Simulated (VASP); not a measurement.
# Al2Cu (I4/mcm) in VASP: single point with PBE

Aim: the single point of Al2Cu with PBE.

Everything below comes from runs of VASP 6.6.1. Logs are shortened: lines on timing, memory, paths and dates and some standing lists are left out, and cuts for length are marked.

## Step 1: The cell of the first run

Symmetry: I4/mcm, No. 140, tetragonal system. The conventional cell has a = 6.052 Å, b = 6.052 Å, c = 4.883 Å, α = 90.00°, β = 90.00°, γ = 90.00°. Within 3.4 Å of Al (site symmetry m2m) lie 4 Cu at 2.58 Å and 11 Al at 2.72 to 3.22 Å. Cu (site symmetry 422) has 2 Cu at 2.44 Å and 8 Al at 2.58 Å within 3.2 Å.

## Step 2: Single point, PBE

File INCAR:

```
SYSTEM = Al2Cu
PREC = Accurate
ENCUT = 520
EDIFF = 1E-7
ISMEAR = 0
SIGMA = 0.1
LREAL = .False.
LASPH = .True.
NELM = 100
ALGO = Fast
ISIF = 2
LWAVE = .False.
LCHARG = .True.
GGA = PE
LELF = .True.
LVHAR = .True.
NBANDS = 26
```

File KPOINTS:

```
Automatic mesh
0
Gamma
  10 10 10
  0 0 0
```

File POSCAR:

```
Al2Cu
1.0
   -3.0260352621      3.0260352621      2.4416656555
    3.0260352621     -3.0260352621      2.4416656555
    3.0260352621      3.0260352621     -2.4416656555
Al Cu
4 2
Direct
    0.3412775166      0.1587224834      0.5000000000
    0.1587224834      0.6587224834      0.8174449667
    0.8412775166      0.3412775166      0.1825550333
    0.6587224834      0.8412775166      0.5000000000
    0.7500000000      0.7500000000      0.0000000000
    0.2500000000      0.2500000000      0.0000000000
```

Potentials or basis: VASP PAW PBE potentials, release 64 (Al, Cu).

Started as:

```sh
$ cat potpaw_PBE.64/Al/POTCAR potpaw_PBE.64/Cu/POTCAR > POTCAR
$ mpirun -np 1 vasp_std > vasp.out
```

OUTCAR:

```text
SYSTEM = Al2Cu
   PREC = Accurate
   ENCUT = 520
   EDIFF = 1E-7
   ISMEAR = 0
   LREAL = .False.
   LASPH = .True.
   NELM = 100
   ISIF = 2
   GGA = PE

 ion  position               nearest neighbor table
   1  0.341  0.159  0.500-   5 2.58   6 2.58   6 2.58   5 2.58   4 2.72   4 2.90   4 2.90   3 3.11
                             2 3.11   2 3.11   3 3.11   3 3.22   2 3.22   3 3.22   2 3.22
   2  0.159  0.659  0.817-   5 2.58   6 2.58   5 2.58   6 2.58   3 2.72   3 2.90   3 2.90   4 3.11
                             1 3.11   1 3.11   4 3.11   1 3.22   4 3.22   1 3.22   4 3.22
   3  0.841  0.341  0.183-   5 2.58   6 2.58   5 2.58   6 2.58   2 2.72   2 2.90   2 2.90   4 3.11
                             1 3.11   1 3.11   4 3.11   4 3.22   1 3.22   1 3.22   4 3.22
   4  0.659  0.841  0.500-   6 2.58   5 2.58   5 2.58   6 2.58   1 2.72   1 2.90   1 2.90   3 3.11
                             2 3.11   2 3.11   3 3.11   3 3.22   2 3.22   2 3.22   3 3.22
   5  0.750  0.750  0.000-   6 2.44   6 2.44   1 2.58   4 2.58   1 2.58   4 2.58   2 2.58   3 2.58
                             2 2.58   3 2.58
   6  0.250  0.250  0.000-   5 2.44   5 2.44   4 2.58   1 2.58   4 2.58   1 2.58   3 2.58   2 2.58
                             3 2.58   2 2.58

  LATTYP: Found a body centered tetragonal cell.
 ALAT       =     6.0520705242
 C/A-ratio  =     0.8068860552

  Lattice vectors:

 A1 = (  -3.0260352621,   3.0260352621,   2.4416656555)
 A2 = (   3.0260352621,  -3.0260352621,   2.4416656555)
 A3 = (   3.0260352621,   3.0260352621,  -2.4416656555)

Analysis of symmetry for initial positions (statically):
=====================================================================
 Subroutine PRICEL returns:
 Original cell was already a primitive cell.

 Routine SETGRP: Setting up the symmetry group for a
 body centered tetragonal supercell.

 Subroutine GETGRP returns: Found 16 space group operations
 (whereof  8 operations were pure point group operations)
 out of a pool of 16 trial point group operations.

The static configuration has the point symmetry C_4h.
 The point group associated with its full space group is D_4h.

Analysis of symmetry for dynamics (positions and initial velocities):
=====================================================================
 Subroutine PRICEL returns:
 Original cell was already a primitive cell.

 Routine SETGRP: Setting up the symmetry group for a
 body centered tetragonal supercell.

 Subroutine GETGRP returns: Found 16 space group operations
 (whereof  8 operations were pure point group operations)
 out of a pool of 16 trial point group operations.

The dynamic configuration has the point symmetry C_4h.
 The point group associated with its full space group is D_4h.

[... 114 lines left out ...]
   POTIM  = 0.5000    time-step for ionic-motion
   TEBEG  =    0.0;   TEEND  =   0.0 temperature during run
   PSTRESS=    0.0 pullay stress
   NELECT =      34.0000    total number of electrons
   NUPDOWN=      -1.0000    fix difference up-down
   EMIN   =  10.00;   EMAX   =-10.00  energy-range for DOS
   EFERMI =   0.00;   METHOD = LEGACY
   ISMEAR =     0;   SIGMA  =   0.10  broadening in eV -4-tet -1-fermi 0-gaus
   EFERMI_NEDOS =   21; number of points for ismear=-14 and -15
   IALGO  =     68    algorithm
   IMIX   =      4    mixing-type and parameters
     AMIX     =   0.40;   BMIX     =  1.00
     AMIX_MAG =   1.60;   BMIX_MAG =  1.00
  volume/ion in A,a.u.               =      14.91       100.59
  Fermi-wavevector in a.u.,A,eV,Ry     =   1.185959  2.241138 19.136584  1.406499
  Thomas-Fermi vector in A             =   2.322142
   LORBIT       =      0    0 simple, 1 ext, 2 COOP (PROOUT), +10 PAW based schemes
   GGA     = PE    functional components
   LHFCALC =     F    Hartree Fock is set to
   AEXX    =    0.0000 exact exchange contribution
   IVDW    =     0    specifies the selected vdW correction
   LEPSILON=     F    determine dielectric tensor
   LRPA    =     F    only Hartree local field effects (RPA)
 non-spin polarized calculation
 RMM-DIIS sequential band-by-band and
 Gauss-broadening in eV      SIGMA  =   0.10
  energy-cutoff  :      520.00
  volume of cell :       89.43
 maximum number of plane-waves:      2427
 NGX is ok and might be reduce to    40
   NGX = 19   NGY = 19   NGZ = 19

 number of electron      33.9999976 magnetization

 Free energy of the ion-electron system (eV)
  ---------------------------------------------------
  ext. energy  EPLUGINS =         0.00000000
  ---------------------------------------------------
  free energy    TOTEN  =       -23.38918029 eV

  energy without entropy =      -23.37997032  energy(sigma->0) =      -23.38457530

 E-fermi :   7.9454     XC(G=0): -10.8559

 val. band max:        7.9358447376   @ k =  -0.1000   0.3000   0.1000
 cond. band min:       7.9819022509   @ k =  -0.2000  -0.3000   0.2000
 fundamental gap:      0.0460575133
 Fermi energy:         7.9454410811

 k-point     1 :       0.0000    0.0000    0.0000
  band No.  band energies     occupation
      1      -2.7735      2.00000
      2       2.6724      2.00000
      3       2.8776      2.00000
      4       2.8776      2.00000
      5       2.9164      2.00000
      6       3.7897      2.00000
[... 685 lines left out ...]
     25      14.9754      0.00000
     26      14.9906      0.00000

 [... further k-points ...]

------------------------ aborting loop because EDIFF is reached ----------------------------------------

  FORCE on cell =-STRESS in cart. coord.  units (eV):
  Direction    XX          YY          ZZ          XY          YZ          ZX
  --------------------------------------------------------------------------------------
  -------------------------------------------------------------------------------------
  Total        0.0776761      0.0776761      0.0871780      0.0000000      0.0000000      0.0000000
  in kB        1.3915655      1.3915655      1.5617921      0.0000000      0.0000000      0.0000000
  external PRESSURE =       1.4483077 kB  Pullay stress =       0.0000000 kB

 VOLUME and BASIS-vectors are now :
 -----------------------------------------------------------------------------
  energy-cutoff  :      520.00
  volume of cell :       89.43
      direct lattice vectors                 reciprocal lattice vectors
    -3.026035262  3.026035262  2.441665656     0.000000000  0.165232708  0.204778242
     3.026035262 -3.026035262  2.441665656     0.165232708  0.000000000  0.204778242
     3.026035262  3.026035262 -2.441665656     0.165232708  0.165232708  0.000000000

 POSITION                                       TOTAL-FORCE (eV/Angst)
 -----------------------------------------------------------------------------------
      0.96060      2.06544      0.00000        -0.001794      0.001794     -0.000000
      3.98663      0.96060      0.00000        -0.001794     -0.001794     -0.000000
     -0.96060      2.06544      2.44167         0.001794      0.001794      0.000000
      2.06544      0.96060      2.44167         0.001794     -0.001794     -0.000000
      0.00000      0.00000      3.66250        -0.000000      0.000000     -0.000000
      0.00000      0.00000      1.22083        -0.000000      0.000000     -0.000000
 -----------------------------------------------------------------------------------
    total drift:                               -0.000000     -0.000000      0.000000

  FREE ENERGIE OF THE ION-ELECTRON SYSTEM (eV)
  ---------------------------------------------------
  free  energy   TOTEN  =       -23.3891802871 eV

  energy  without entropy=      -23.3799703181  energy(sigma->0) =      -23.38457530
```

OSZICAR:

```text
N       E                     dE             d eps       ncg     rms          rms(c)
DAV:   1     0.185735176909E+03    0.18574E+03   -0.13744E+04  5312   0.146E+03
DAV:   2    -0.159324567194E+02   -0.20167E+03   -0.18923E+03  5318   0.287E+02
DAV:   3    -0.277356083523E+02   -0.11803E+02   -0.11124E+02  6880   0.896E+01
DAV:   4    -0.280867031403E+02   -0.35109E+00   -0.34944E+00  8014   0.133E+01
[... 10 lines left out ...]
RMM:  15    -0.233891805609E+02   -0.10061E-04   -0.16669E-04  7884   0.897E-02    0.762E-03
RMM:  16    -0.233891871559E+02   -0.65950E-05   -0.14042E-05  7186   0.358E-02    0.184E-02
RMM:  17    -0.233891794149E+02    0.77410E-05   -0.15536E-05  6324   0.432E-02    0.225E-03
RMM:  18    -0.233891801924E+02   -0.77748E-06   -0.49312E-06  7122   0.136E-02    0.435E-03
RMM:  19    -0.233891802871E+02   -0.94727E-07   -0.92242E-07  6488   0.712E-03
   1 F= -.23389180E+02 E0= -.23384575E+02  d E =-.920997E-02
```

stdout:

```text
POSCAR found type information on POSCAR AlCu
 POSCAR found :  2 types and       6 ions
 scaLAPACK will be used
 LDA part: xc-table for (Slater+PW92), standard interpolation
 POSCAR, INCAR and KPOINTS ok, starting setup
 FFT: planning ... GRIDC
 FFT: planning ... GRID_SOFT
 FFT: planning ... GRID
 WAVECAR not read
 entering main loop
```

Wall time 9.5 min (1 thread of Intel Xeon Platinum 8375C at 2.90GHz (Ice Lake), shared host); peak memory 0.37 GiB.

Results:

| Property | Result |
| --- | --- |
| Free energy | -23.3892 eV |
| Pressure | 0.1 GPa |
| Band gap on the k mesh | zero (bands 17 and 18 overlap by 4.32 eV) |

Forces on the atoms (eV/Å):
```
Al  -0.002  0.002  0.000
Al  -0.002 -0.002  0.000
Al   0.002  0.002  0.000
Al   0.002 -0.002  0.000
Cu   0.000  0.000  0.000
Cu   0.000  0.000  0.000
```

Levels at points of the mesh, in eV from the Fermi level:
```tsv
k point	band 14	band 15	band 16	band 17	band 18	band 19	band 20	band 21
(0.00, 0.00, 0.00)	-1.93	-1.33	-1.17	-1.17	-0.81	-0.36	0.09	1.43
(0.50, 0.00, 0.00)	-3.05	-2.57	-2.57	0.25	0.25	4.06	4.06	4.33
(0.50, 0.50, 0.00)	-2.77	-1.40	-1.26	-0.97	-0.67	0.81	1.28	4.66
(0.50, 0.50, 0.50)	-3.19	-3.19	-1.81	2.57	2.98	2.98	3.34	4.01
```

The gap in the log of VASP goes by the Fermi energy; the results here count the filled bands.